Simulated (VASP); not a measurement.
# O (R-3m) in VASP: notebook

O is run at these levels: PBEsol; tasks: electric field gradients.

Program: VASP 6.6.1. These are calculated values, not measurements. Logs are shortened: lines on timing, memory, paths and dates and some standing lists are left out, and cuts for length are marked.

### 1 The cell of the first run

It takes space group R-3m (No. 166, trigonal). The conventional cell has a = 2.789 Å, b = 2.789 Å, c = 10.016 Å, α = 90.00°, β = 90.00°, γ = 120.00°. Within 1.6 Å of O (site symmetry 3m) lie 1 O at 1.16 Å.

### 2 Electric field gradients, PBEsol (11.24 Å³/atom)

The input, INCAR:

```
SYSTEM = O
PREC = Accurate ; ENCUT = 910
EDIFF = 1E-8 ; ISMEAR = -1
SIGMA = 0.02 ; LREAL = .False.
LASPH = .True. ; NELM = 120
ALGO = Normal ; ISIF = 2
LWAVE = .False. ; LCHARG = .False.
GGA = PS ; LEFG = .True.
NBANDS = 13 ; GGA_COMPAT = .False.
```

The input, KPOINTS:

```
Automatic mesh
0
Gamma
  10 10 10
  0 0 0
```

The input, POSCAR:

```
O
1.0
    1.3942929299      0.8049953984      3.3387233343
   -1.3942929299      0.8049953984      3.3387233343
    0.0000000000     -1.6099907968      3.3387233343
O
2
Direct
    0.0577000000      0.0577000000      0.0577000000
    0.9423000000      0.9423000000      0.9423000000
```

Potentials or basis: VASP PAW PBE potentials, release 64 (O_h).

Command:

```console
$ cat potpaw_PBE.64/O_h/POTCAR > POTCAR
$ mpirun -np 1 vasp_std > vasp.out
```

OUTCAR:

```text
SYSTEM = O
   PREC = Accurate
   ENCUT = 910
   EDIFF = 1E-8
   ISMEAR = -1
   LREAL = .False.
   LASPH = .True.
   NELM = 120
   ISIF = 2
   GGA = PS

 ion  position               nearest neighbor table
   1  0.058  0.058  0.058-   2 1.16
   2  0.942  0.942  0.942-   1 1.16

  LATTYP: Found a trigonal (rhomboedric) cell.
 ALAT       =     3.7066351141
 COS(alpha) =     0.7170052526

  Lattice vectors:

 A1 = (   1.3942929299,   0.8049953984,   3.3387233343)
 A2 = (  -1.3942929299,   0.8049953984,   3.3387233343)
 A3 = (   0.0000000000,  -1.6099907968,   3.3387233343)

Analysis of symmetry for initial positions (statically):
=====================================================================
 Subroutine PRICEL returns:
 Original cell was already a primitive cell.

 Routine SETGRP: Setting up the symmetry group for a
 trigonal (rhombohedral) supercell.

 Subroutine GETGRP returns: Found 12 space group operations
 (whereof 12 operations were pure point group operations)
 out of a pool of 12 trial point group operations.

The static configuration has the point symmetry D_3d.

Analysis of symmetry for dynamics (positions and initial velocities):
=====================================================================
 Subroutine PRICEL returns:
 Original cell was already a primitive cell.

 Routine SETGRP: Setting up the symmetry group for a
 trigonal (rhombohedral) supercell.

 Subroutine GETGRP returns: Found 12 space group operations
 (whereof 12 operations were pure point group operations)
 out of a pool of 12 trial point group operations.

The dynamic configuration has the point symmetry D_3d.

 Subroutine INISYM returns: Found 12 space group operations
 (whereof 12 operations are pure point group operations),
 and found     1 'primitive' translations

----------------------------------------------------------------------------------------

                                     Primitive cell

  volume of cell :      22.4843

  direct lattice vectors                    reciprocal lattice vectors
     1.394292930  0.804995398  3.338723334     0.358604702  0.207040521  0.099838561
    -1.394292930  0.804995398  3.338723334    -0.358604702  0.207040521  0.099838561
     0.000000000 -1.609990797  3.338723334     0.000000000 -0.414081042  0.099838561

[... 134 lines left out ...]
 fundamental gap:      0.0361277108
 Fermi energy:         1.7181407588

 k-point     1 :       0.0000    0.0000    0.0000
  band No.  band energies     occupation
      1     -27.1844      2.00000
      2     -12.1290      2.00000
      3      -8.0281      2.00000
      4      -5.2929      2.00000
      5      -5.2929      2.00000
      6       2.3508      0.00000
      7       2.3508      0.00000
      8       9.9402      0.00000
      9      14.2179      0.00000
     10      16.6178      0.00000
     11      20.9517      0.00000
     12      23.0817      0.00000
     13      23.0817      0.00000
[... 354 lines left out ...]
  band No.  band energies     occupation
      1     -26.8265      2.00000
      2     -12.3461      2.00000
      3      -7.4249      2.00000
      4      -6.0240      2.00000
      5      -5.9249      2.00000
      6       0.6733      2.00000
      7       2.2650      0.00000
      8      12.0146      0.00000
      9      14.2187      0.00000
     10      16.5877      0.00000
     11      17.2305      0.00000
     12      21.3062      0.00000
     13      23.9802      0.00000

 [... further k-points ...]

------------------------ aborting loop because EDIFF is reached ----------------------------------------

  FORCE on cell =-STRESS in cart. coord.  units (eV):
  Direction    XX          YY          ZZ          XY          YZ          ZX
  --------------------------------------------------------------------------------------
  -------------------------------------------------------------------------------------
  Total       -1.3423391     -1.3423391      6.3050700      0.0000000      0.0000000      0.0000000
  in kB      -95.6519268    -95.6519268    449.2844516      0.0000000      0.0000000      0.0000000
  external PRESSURE =      85.9935327 kB  Pullay stress =       0.0000000 kB

 VOLUME and BASIS-vectors are now :
 -----------------------------------------------------------------------------
  energy-cutoff  :      910.00
  volume of cell :       22.48
      direct lattice vectors                 reciprocal lattice vectors
     1.394292930  0.804995398  3.338723334     0.358604702  0.207040521  0.099838561
    -1.394292930  0.804995398  3.338723334    -0.358604702  0.207040521  0.099838561
     0.000000000 -1.609990797  3.338723334     0.000000000 -0.414081042  0.099838561

 POSITION                                       TOTAL-FORCE (eV/Angst)
 -----------------------------------------------------------------------------------
      0.00000      0.00000      0.57793         0.000000     -0.000000      4.677596
      0.00000      0.00000      9.43824         0.000000      0.000000     -4.677596
 -----------------------------------------------------------------------------------
    total drift:                               -0.000000     -0.000000      0.000000

  FREE ENERGIE OF THE ION-ELECTRON SYSTEM (eV)
  ---------------------------------------------------
  free  energy   TOTEN  =       -10.0105105787 eV

  energy  without entropy=      -10.0090295538  energy(sigma->0) =      -10.00977007

 Electric field gradients (V/A^2)
---------------------------------------------------------------------
 ion       V_xx      V_yy      V_zz      V_xy      V_xz      V_yz
---------------------------------------------------------------------
   1     -52.453   -52.453   104.906    -0.000    -0.000    -0.000
   2     -52.453   -52.453   104.906    -0.000     0.000    -0.000
---------------------------------------------------------------------

 Electric field gradients after diagonalization (V/A^2)
 (convention: |V_zz| > |V_xx| > |V_yy|)
----------------------------------------------------------------------
 ion       V_xx      V_yy      V_zz     asymmetry (V_yy - V_xx)/ V_zz
----------------------------------------------------------------------
   1     -52.453   -52.453   104.906       0.000
   2     -52.453   -52.453   104.906       0.000
----------------------------------------------------------------------

           NMR quadrupolar parameters

 Cq : quadrupolar parameter    Cq=e*Q*V_zz/h
 eta: asymmetry parameters     (V_yy - V_xx)/ V_zz
 Q  : nuclear electric quadrupole moment in mb (millibarn)
----------------------------------------------------------------------
 ion       Cq(MHz)       eta       Q (mb)
----------------------------------------------------------------------
   1       0.254       0.000       1.000
   2       0.254       0.000       1.000
----------------------------------------------------------------------
```

OSZICAR:

```text
N       E                     dE             d eps       ncg     rms          rms(c)
DAV:   1     0.703779439112E+02    0.70378E+02   -0.87447E+03  3016   0.134E+03
DAV:   2    -0.595508288026E+01   -0.76333E+02   -0.72624E+02  4398   0.238E+02
DAV:   3    -0.102354260679E+02   -0.42803E+01   -0.41701E+01  3721   0.531E+01
DAV:   4    -0.102579945039E+02   -0.22568E-01   -0.22561E-01  3331   0.453E+00
DAV:   5    -0.102581248587E+02   -0.13035E-03   -0.13035E-03  3657   0.316E-01    0.408E+00
DAV:   6    -0.100531514188E+02    0.20497E+00   -0.19506E-01  3386   0.391E+00    0.210E+00
DAV:   7    -0.100090221604E+02    0.44129E-01   -0.16039E-01  3586   0.355E+00    0.464E-01
DAV:   8    -0.100105738117E+02   -0.15517E-02   -0.99737E-03  3186   0.102E+00    0.604E-02
DAV:   9    -0.100104999023E+02    0.73909E-04   -0.26451E-04  3731   0.171E-01    0.240E-02
DAV:  10    -0.100105098457E+02   -0.99434E-05   -0.28996E-05  3181   0.515E-02    0.833E-03
DAV:  11    -0.100105106428E+02   -0.79714E-06   -0.46650E-06  3436   0.197E-02    0.351E-03
DAV:  12    -0.100105104966E+02    0.14620E-06   -0.49014E-07  3406   0.689E-03    0.838E-04
DAV:  13    -0.100105105775E+02   -0.80885E-07   -0.47613E-08  3096   0.201E-03    0.112E-04
DAV:  14    -0.100105105787E+02   -0.11912E-08   -0.52612E-10  2273   0.233E-04
   1 F= -.10010511E+02 E0= -.10009770E+02  d E =-.148102E-02
```

Run time: 48 s. Hardware: 1 thread of AMD EPYC 9R45 (Zen 5), shared host; peak memory 0.19 GiB.

What came out:

* Free energy: -10.0105 eV
* Pressure: 8.6 GPa
* Largest force: 4.678 eV/Å
* Band gap on the k mesh: zero (bands 6 and 7 overlap by 1.47 eV)
* Largest electric field gradient by atom: O +104.9 V/Å²

Forces in eV/Å, atoms in the order of the input:
```
O    0.000  0.000  4.678
O    0.000  0.000 -4.678
```

Electric field gradients, principal values (V/Å²):
| atom | least | middle | greatest (by size) |
| --- | --- | --- | --- |
| 1 O | -52.453 | -52.453 | 104.906 |
| 2 O | -52.453 | -52.453 | 104.906 |

Caveat: the cutoff is under 1.25 times the usual one of these potentials, so pressure, stress and relaxed cells hold a basis-set (Pulay) error; spin is off for a triplet molecule; the cell stands under pressure; this functional lacks dispersion, which holds the molecules together, so the pressure and a relaxed volume are unreliable; without QUAD_EFG the Cq values of the log hold for a quadrupole moment of 1 mb, not for the nuclei; the PAW data sets were made with another functional, which shifts forces and pressure a little.

### 3 Electric field gradients, PBEsol (zz strain of -2 %)

The input, INCAR:

```
ALGO = Normal
EDIFF = 1E-8
ENCUT = 910
GGA = PS
GGA_COMPAT = False
ISIF = 2
ISMEAR = -1
LASPH = True
LCHARG = False
LEFG = True
LREAL = False
LWAVE = False
NBANDS = 13
NELM = 120
PREC = Accurate
SIGMA = 0.02
```

The input, KPOINTS:

```
k-points
0
Gamma
  10 10 10
```

The input, POSCAR:

```
O
1.0
    1.4233490221      0.8217709410      3.3401340000
   -1.4233490221      0.8217709410      3.3401340000
    0.0000000000     -1.6435418821      3.3401340000
O
2
Direct
    0.0577000000      0.0577000000      0.0577000000
    0.9423000000      0.9423000000      0.9423000000
```

Potentials or basis: VASP PAW PBE potentials, release 64 (O_h).

Command:

```console
$ cat potpaw_PBE.64/O_h/POTCAR > POTCAR
$ mpirun -np 1 vasp_std > vasp.out
```

OUTCAR:

```text
EDIFF = 1E-8
   ENCUT = 910
   GGA = PS
   ISIF = 2
   ISMEAR = -1
   LASPH = True
   LREAL = False
   NELM = 120
   PREC = Accurate

 ion  position               nearest neighbor table
   1  0.058  0.058  0.058-   2 1.16
   2  0.942  0.942  0.942-   1 1.16

  LATTYP: Found a trigonal (rhomboedric) cell.
 ALAT       =     3.7225965476
 COS(alpha) =     0.7076111078

  Lattice vectors:

 A1 = (   1.4233490221,   0.8217709410,   3.3401340000)
 A2 = (  -1.4233490221,   0.8217709410,   3.3401340000)
 A3 = (   0.0000000000,  -1.6435418821,   3.3401340000)

Analysis of symmetry for initial positions (statically):
=====================================================================
 Subroutine PRICEL returns:
 Original cell was already a primitive cell.

 Routine SETGRP: Setting up the symmetry group for a
 trigonal (rhombohedral) supercell.

 Subroutine GETGRP returns: Found 12 space group operations
[... 570 lines left out ...]
  energy-cutoff  :      910.00
  volume of cell :       23.44
      direct lattice vectors                 reciprocal lattice vectors
     1.423349022  0.821770941  3.340134000     0.351284184  0.202814018  0.099796395
    -1.423349022  0.821770941  3.340134000    -0.351284184  0.202814018  0.099796395
     0.000000000 -1.643541882  3.340134000     0.000000000 -0.405628037  0.099796395

 POSITION                                       TOTAL-FORCE (eV/Angst)
 -----------------------------------------------------------------------------------
      0.00000     -0.00000      0.57818         0.000000     -0.000000      4.668290
      0.00000     -0.00000      9.44222         0.000000      0.000000     -4.668290
 -----------------------------------------------------------------------------------
    total drift:                                0.000000     -0.000000      0.000000

  FREE ENERGIE OF THE ION-ELECTRON SYSTEM (eV)
  ---------------------------------------------------
  free  energy   TOTEN  =        -9.9626344314 eV

  energy  without entropy=       -9.9611687778  energy(sigma->0) =       -9.96190160

 Electric field gradients (V/A^2)
---------------------------------------------------------------------
 ion       V_xx      V_yy      V_zz      V_xy      V_xz      V_yz
---------------------------------------------------------------------
   1     -52.815   -52.815   105.631     0.000     0.000     0.000
   2     -52.815   -52.815   105.631     0.000     0.000     0.000
---------------------------------------------------------------------

 Electric field gradients after diagonalization (V/A^2)
 (convention: |V_zz| > |V_xx| > |V_yy|)
----------------------------------------------------------------------
 ion       V_xx      V_yy      V_zz     asymmetry (V_yy - V_xx)/ V_zz
----------------------------------------------------------------------
   1     -52.815   -52.815   105.631       0.000
   2     -52.815   -52.815   105.631       0.000
----------------------------------------------------------------------

           NMR quadrupolar parameters

 Cq : quadrupolar parameter    Cq=e*Q*V_zz/h
 eta: asymmetry parameters     (V_yy - V_xx)/ V_zz
 Q  : nuclear electric quadrupole moment in mb (millibarn)
----------------------------------------------------------------------
 ion       Cq(MHz)       eta       Q (mb)
----------------------------------------------------------------------
   1       0.255       0.000       1.000
   2       0.255       0.000       1.000
----------------------------------------------------------------------
```

Run time: 47 s. Hardware: 1 thread of Intel Xeon 6975P-C (Granite Rapids), shared host; peak memory 0.25 GiB.

Results:

```
Free energy                             : -9.9626 eV
Pressure                                : 7.9 GPa
Largest force                           : 4.668 eV/Å
Band gap on the k mesh                  : zero (bands 6 and 7 overlap by 1.32 eV)
Largest electric field gradient by atom : O +105.6 V/Å²
```

Forces in eV/Å, atoms in the order of the input:
```
O    0.000  0.000  4.668
O    0.000  0.000 -4.668
```

Stress tensor (GPa, compression positive):
```
-9.31  0.00  0.00
 0.00 -9.31  0.00
 0.00  0.00 42.20
```

Levels at points of the mesh, in eV from the Fermi level:
```
           k point  band 2  band 3  band 4  band 5  band 6  band 7  band 8  band 9  band 10  band 11
(0.00, 0.00, 0.00)  -13.78   -9.61   -7.09   -7.09    0.56    0.56    7.90   12.44    14.92    18.96
(0.50, 0.00, 0.00)  -13.68   -9.37   -8.28   -7.46   -0.70    0.04   10.83   12.28    13.43    17.35
(0.50, 0.50, 0.00)  -14.10   -9.15   -7.69   -7.60   -1.40    0.66   10.70   11.24    15.09    15.13
(0.50, 0.50, 0.50)  -15.16   -7.38   -7.20   -7.20    0.84    0.84    8.11    8.39    14.08    19.96
```

Electric field gradients, principal values (V/Å²):
```
atom    least   middle  greatest (by size)
 1 O  -52.815  -52.815             105.631
 2 O  -52.815  -52.815             105.631
```

Caveat: the cell differs from its parent crystal (zz strain of -2 %); the cutoff is under 1.25 times the usual one of these potentials, so pressure, stress and relaxed cells hold a basis-set (Pulay) error; spin is off for a triplet molecule; the cell stands under pressure; this functional lacks dispersion, which holds the molecules together, so the pressure and a relaxed volume are unreliable; without QUAD_EFG the Cq values of the log hold for a quadrupole moment of 1 mb, not for the nuclei; the PAW data sets were made with another functional, which shifts forces and pressure a little.
